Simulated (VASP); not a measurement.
Input of a VASP 6.6.1 run:

Contents of INCAR:

```
PREC     = Accurate       # precision mode
ENCUT    = 520            # plane-wave cutoff, eV
EDIFF    = 1E-7           # SCF threshold, eV
ISMEAR   = 0              # smearing method
SIGMA    = 0.1            # smearing width, eV
LREAL    = False          # projectors in reciprocal space
LASPH    = True           # aspherical terms in the spheres
NELM     = 150            # most SCF steps
ALGO     = Normal         # electronic algorithm
ISIF     = 2              # what is computed and relaxed
LWAVE    = False          # write WAVECAR
LCHARG   = True           # write CHGCAR
LNONCOLLINEAR= True           # non-collinear magnetism
MAGMOM   = 0 0 1.8 0 0 1.8 # initial moments
LORBIT   = 11             # projections on sites
LMAXMIX  = 4              # l up to which the mixer works
GGA      = PE             # functional
LVHAR    = True         
NBANDS   = 30             # bands
```

Contents of KPOINTS:

```
regular mesh
0
Gamma
  4 4 2
```

The input POSCAR:

```
Co
1.0
    2.5067725643      0.0000000000      0.0000000000
   -1.2533862822      2.1709287219      0.0000000000
    0.0000000000      0.0000000000      4.0686308593
Co
2
Direct
    0.3333333330      0.6666666670      0.2500000000
    0.6666666670      0.3333333330      0.7500000000
```

Potentials or basis: VASP PAW PBE potentials, release 64 (Co).

Launch:

```bash
$ cat potpaw_PBE.64/Co/POTCAR > POTCAR
$ mpirun -np 1 vasp_ncl > vasp.out
```

(1) Predict the pressure.

(2) Estimate the net moment.

Results:

(1) -3.1 GPa.

(2) 3.37 μB per cell.

Caveat: the k points lie up to 0.77 Å⁻¹ apart.
